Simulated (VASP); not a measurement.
Wanted: the native input for a VASP 6.6.1 run.

```
Task                   : single point
Functional             : PBE
Potentials or basis    : VASP PAW PBE potentials, release 64 (K_sv, Br)
Cutoff                 : 520 eV
k mesh                 : 6 × 6 × 6
Occupations            : gaussian, width 0.01 eV
Spin                   : non-collinear spin, zero start, spin-orbit coupling
Starting moments       : [[0.0, 0.0, 0.0], [0.0, 0.0, 0.0]] μB
Dipole correction      : no
Further INCAR settings : ALGO = Normal; EDIFF = 1e-06; NBANDS = 28
```

The structure of KBr lies in POSCAR:

```
KBr
1.0
    0.0000000000      3.3022478291      3.3022478291
    3.3022478291      0.0000000000      3.3022478291
    3.3022478291      3.3022478291      0.0000000000
K Br
1 1
Direct
    0.0000000000      0.0000000000      0.0000000000
    0.5000000000      0.5000000000      0.5000000000
```

The input as run:

INCAR

```
SYSTEM = KBr
  ALGO = Normal
  EDIFF = 1E-6
  ENCUT = 520
  GGA = PE
  GGA_COMPAT = .FALSE.
  ISIF = 2
  ISMEAR = 0
  LASPH = .TRUE.
  LCHARG = .FALSE.
  LNONCOLLINEAR = .TRUE.
  LORBIT = 11
  LORBMOM = .TRUE.
  LREAL = .FALSE.
  LSORBIT = .TRUE.
  LWAVE = .FALSE.
  MAGMOM = 0 0 0 0 0 0
  NBANDS = 28
  NELM = 150
  PREC = Accurate
  SIGMA = 0.01
```

KPOINTS

```
k-points
0
G
  6 6 6
  0 0 0
```

Potentials or basis: VASP PAW PBE potentials, release 64 (K_sv, Br).

Launch:

```bash
$ cat potpaw_PBE.64/K_sv/POTCAR potpaw_PBE.64/Br/POTCAR > POTCAR
$ mpirun -np 1 vasp_ncl > vasp.out
```

Results of the run:

| Quantity | Value |
| --- | --- |
| Pressure | 0.7 GPa |
| Net moment | 0.00 μB per cell |
| Valence electrons inside the program's atomic spheres | K 7.56; Br 4.90 |

It took 120 s on 1 thread of Oxide Virtual Turin-like Processor, with other jobs on the host, peak memory 0.37 GiB.
